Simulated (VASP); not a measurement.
# Se (P3_221) in VASP: further runs, part 2 of 2

VASP 6.6.1. Earlier steps stand in the parts before.

### Step 3. Relaxation of cell and atoms, PBEsol

This run uses another cell than the first one, of 27.10 Å³/atom, 1.117 times its volume.

INCAR

```
  PREC = Accurate
  ENCUT = 600
  EDIFF = 1E-6
  ISMEAR = 0
  SIGMA = 0.1
  LREAL = F
  LASPH = T
  NELM = 60
  ALGO = Normal
  ISIF = 3
  LWAVE = F
  LCHARG = F
  GGA = PS
  IBRION = 2
  NSW = 90
  EDIFFG = -0.04
```

KPOINTS

```
regular mesh
0
Gamma
  6 6 4
```

POSCAR

```
Se
1.0
    4.3551696776      0.0000000000      0.0000000000
   -2.1775848388      3.7716875786      0.0000000000
    0.0000000000      0.0000000000      4.9494500000
Se
3
Direct
    0.2170000000      0.0000000000      0.1666666667
    0.0000000000      0.2170000000      0.8333333333
    0.7830000000      0.7830000000      0.5000000000
```

Potentials or basis: VASP PAW PBE potentials, release 64 (Se).

On the command line:

```sh
> cat potpaw_PBE.64/Se/POTCAR > POTCAR
> mpirun -np 1 vasp_std > vasp.out
```

OUTCAR:

```text
PREC = Accurate
   ENCUT = 600
   EDIFF = 1E-6
   ISMEAR = 0
   LREAL = F
   LASPH = T
   NELM = 60
   ISIF = 3
   GGA = PS
   IBRION = 2
   NSW = 90
   EDIFFG = -0.04

 ion  position               nearest neighbor table
   1  0.217  0.000  0.167-   3 2.32   2 2.32
   2  0.000  0.217  0.833-   3 2.32   1 2.32
   3  0.783  0.783  0.500-   1 2.32   2 2.32

  LATTYP: Found a hexagonal cell.
 ALAT       =     4.3551696776
 C/A-ratio  =     1.1364539998

  Lattice vectors:

 A1 = (   4.3551696776,   0.0000000000,   0.0000000000)
 A2 = (  -2.1775848388,   3.7716875786,   0.0000000000)
 A3 = (   0.0000000000,   0.0000000000,   4.9494500000)

Analysis of symmetry for initial positions (statically):
=====================================================================
 Subroutine PRICEL returns:
 Original cell was already a primitive cell.

 Routine SETGRP: Setting up the symmetry group for a
 hexagonal supercell.

 Subroutine GETGRP returns: Found  6 space group operations
 (whereof  2 operations were pure point group operations)
 out of a pool of 24 trial point group operations.

The static configuration has the point symmetry C_2 .
 The point group associated with its full space group is D_3 .

Analysis of symmetry for dynamics (positions and initial velocities):
=====================================================================
 Subroutine PRICEL returns:
 Original cell was already a primitive cell.

 Routine SETGRP: Setting up the symmetry group for a
 hexagonal supercell.

 Subroutine GETGRP returns: Found  6 space group operations
 (whereof  2 operations were pure point group operations)
 out of a pool of 24 trial point group operations.

The dynamic configuration has the point symmetry C_2 .
 The point group associated with its full space group is D_3 .

 Subroutine INISYM returns: Found  6 space group operations
 (whereof  2 operations are pure point group operations),
 and found     1 'primitive' translations

[... 121 lines left out ...]
   LHFCALC =     F    Hartree Fock is set to
   AEXX    =    0.0000 exact exchange contribution
   IVDW    =     0    specifies the selected vdW correction
   LEPSILON=     F    determine dielectric tensor
   LRPA    =     F    only Hartree local field effects (RPA)
 conjugate gradient relaxation of ions
 non-spin polarized calculation
 Gauss-broadening in eV      SIGMA  =   0.10
  energy-cutoff  :      600.00
  volume of cell :       81.30
 maximum number of plane-waves:      2756
 NGX is ok and might be reduce to    36
   NGX = 17   NGY = 17   NGZ = 19

--------------------------------------- Ionic step        1  -------------------------------------------

 number of electron      17.9999999 magnetization

 Free energy of the ion-electron system (eV)
  ---------------------------------------------------
  ext. energy  EPLUGINS =         0.00000000
  ---------------------------------------------------
  free energy    TOTEN  =       -11.40497914 eV

  energy without entropy =      -11.40497914  energy(sigma->0) =      -11.40497914

------------------------ aborting loop because EDIFF is reached ----------------------------------------

  FORCE on cell =-STRESS in cart. coord.  units (eV):
  Direction    XX          YY          ZZ          XY          YZ          ZX
  --------------------------------------------------------------------------------------
  -------------------------------------------------------------------------------------
  Total        1.1621717      1.1621717      2.4533878      0.0000000     -0.0000000      0.0000000
  in kB       22.9025136     22.9025136     48.3480595      0.0000000     -0.0000000      0.0000000
  external PRESSURE =      31.3843622 kB  Pullay stress =       0.0000000 kB
[... 92 lines left out ...]
  FREE ENERGIE OF THE ION-ELECTRON SYSTEM (eV)
  ---------------------------------------------------
  free  energy   TOTEN  =       -11.4748458475 eV

  energy  without entropy=      -11.4748458475  energy(sigma->0) =      -11.47484585

[... ionic steps 4 to 15 ...]

--------------------------------------- Ionic step       16  -------------------------------------------

 number of electron      17.9999998 magnetization

------------------------ aborting loop because EDIFF is reached ----------------------------------------
[... 69 lines left out ...]
--------------------------------------- Ionic step       18  -------------------------------------------

 number of electron      17.9999998 magnetization

 Free energy of the ion-electron system (eV)
  ---------------------------------------------------
  ext. energy  EPLUGINS =         0.00000000
  ---------------------------------------------------
  free energy    TOTEN  =       -11.55823944 eV

  energy without entropy =      -11.55822661  energy(sigma->0) =      -11.55823303

 E-fermi :   3.9481     XC(G=0):  -9.6727

 val. band max:        3.7141034211   @ k =   0.3333   0.3333   0.5000
 cond. band min:       4.1679468000   @ k =   0.3333   0.3333   0.5000
 fundamental gap:      0.4538433789
 Fermi energy:         3.9481101420

 k-point     1 :       0.0000    0.0000    0.0000
  band No.  band energies     occupation
      1     -12.3436      2.00000
      2      -8.2473      2.00000
      3      -8.2473      2.00000
      4       0.0180      2.00000
      5       0.2556      2.00000
      6       0.2556      2.00000
      7       1.8037      2.00000
      8       1.8037      2.00000
      9       3.1572      2.00000
     10       5.1438      0.00000
     11       5.1438      0.00000
     12       5.7336      0.00000
     13       9.9727      0.00000
[... 396 lines left out ...]
  FREE ENERGIE OF THE ION-ELECTRON SYSTEM (eV)
  ---------------------------------------------------
  free  energy   TOTEN  =       -11.5582394443 eV

  energy  without entropy=      -11.5582266088  energy(sigma->0) =      -11.55823303

 reached required accuracy - stopping structural energy minimisation
```

Run time: 6.3 min. Hardware: 1 thread of AMD EPYC 7R43 (Zen 3), shared host; peak memory 0.18 GiB.

What came out:

```
Free energy                            : -11.5582 eV
Relaxed volume                         : 24.20 Å³/atom
Relaxed cell                           : a = 4.046 Å, b = 4.046 Å, c = 5.119 Å, α = 90.00°, β = 90.00°, γ = 120.00°
Space group after relaxing (to 0.05 Å) : P3_221 (No. 154)
Energy gained by relaxing              : 51.1 meV/atom
Ionic steps                            : 18
Pressure after relaxing                : 0.0 GPa
Band gap on the k mesh                 : 0.45 eV, direct
```

The path:
```csv
step,energy change (eV),largest force (eV/Å),pressure (GPa),volume (Å³)
1,0.0000,1.0691,3.14,81.30
2,0.0033,0.5308,-4.20,87.70
3,-0.0699,0.1863,-0.86,84.31
4,-0.0699,0.2013,-0.79,84.25
5,-0.0822,0.1846,-0.68,82.99
6,-0.1111,0.1559,-0.15,79.29
7,-0.1175,0.1628,2.07,72.22
8,-0.1247,0.1620,0.91,75.34
9,-0.1328,0.0475,0.36,75.04
10,-0.1388,0.1702,-0.75,74.34
11,-0.1445,0.1502,-0.51,73.34
12,-0.1486,0.1211,-0.09,71.91
13,-0.1488,0.1146,0.03,71.54
14,-0.1506,0.0836,0.07,71.73
15,-0.1530,0.0003,0.19,72.22
16,-0.1531,0.0214,0.23,72.34
17,-0.1530,0.0224,-0.25,72.86
18,-0.1533,0.0003,-0.02,72.59
```

Final structure:
```yaml
crystal:
  lattice:
    - [4.04633, 0.00000, 0.00000]
    - [-2.02317, 3.50423, 0.00000]
    - [0.00000, 0.00000, 5.11913]
  atoms:
    - { symbol: Se, position: [0.24874, 0.00000, 0.16667] }
    - { symbol: Se, position: [0.00000, 0.24874, 0.83333] }
    - { symbol: Se, position: [0.75126, 0.75126, 0.50000] }
```

Levels at points of the mesh, in eV from the valence-band top:
```
           k point  band 5  band 6  band 7  band 8  band 9  band 10  band 11  band 12  band 13
(0.00, 0.00, 0.00)   -3.46   -3.46   -1.91   -1.91   -0.56     1.43     1.43     2.02     6.26
(0.50, 0.00, 0.00)   -5.03   -3.86   -3.64   -1.48   -0.99     1.41     1.65     4.26     4.29
(0.00, 0.00, 0.50)   -3.13   -3.13   -1.40   -1.37   -1.37     0.87     0.87     0.89     5.52
(0.50, 0.00, 0.50)   -4.41   -4.29   -2.49   -1.99   -0.09     1.28     2.49     2.95     5.89
```

Caveat: the PAW data sets were made with another functional, which shifts forces and pressure a little; the volume moved by -11 % from the deposited cell, more than functionals usually miss. A hybrid or GW would open this gap; PBEsol tends to underestimate it.
